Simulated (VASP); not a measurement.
Runs of VASP 6.6.1 on InSb3. It takes space group Pm-3m (No. 221, cubic). Conventional cell: a = 4.806 Å, b = 4.806 Å, c = 4.806 Å, α = 90.00°, β = 90.00°, γ = 90.00°. Within 4.5 Å of Sb (site symmetry 4/mmm) lie 8 Sb at 3.40 Å and 4 In at 3.40 Å. In (site symmetry m-3m) has 12 Sb at 3.40 Å within 4.5 Å. 

```csv
task,level,cell,k mesh,cutoff (eV),smearing,grid for exact exchange (PRECFOCK),share of exact exchange,screening parameter,gap on the mesh (eV),pressure (GPa)
single point,PBE0,as given,4 × 4 × 4,400,fermi-dirac 0.05 eV,Normal,0.25,-,none,(a)
single point,PBEsol,as given,6 × 6 × 6,520,fermi-dirac 0.05 eV,-,-,-,none,-2.7
relaxation of cell and atoms,r2SCAN,relaxed to 30 GPa,6 × 6 × 6,600,fermi-dirac 0.05 eV,-,-,-,none,30.0
single point,PBEsol,as given,4 × 4 × 4,520,fermi-dirac 0.03 eV,-,-,-,none,-2.4
single point,HSE06,as given,4 × 4 × 4,400,fermi-dirac 0.05 eV,Normal,0.25,0.2079 1/Å,none,-1.8
```

Alike in all rows: potentials or basis VASP PAW PBE potentials, release 64 (Sb, In_d); no spin polarisation.

Problem. Estimate the missing entries.

Solution. (a) -2.0.

Caveats: the PAW data sets were made with another functional, which shifts forces and pressure a little; spin-orbit coupling is left out, which moves the levels of the heavy elements; the cell is relaxed towards a set pressure, so the run minimises the enthalpy, not the energy (at least some runs).

A k mesh can miss the band edges, and the runs leave out spin-orbit coupling on In, Sb.

A gap of «none» marks levels without a gap at the run's occupations.
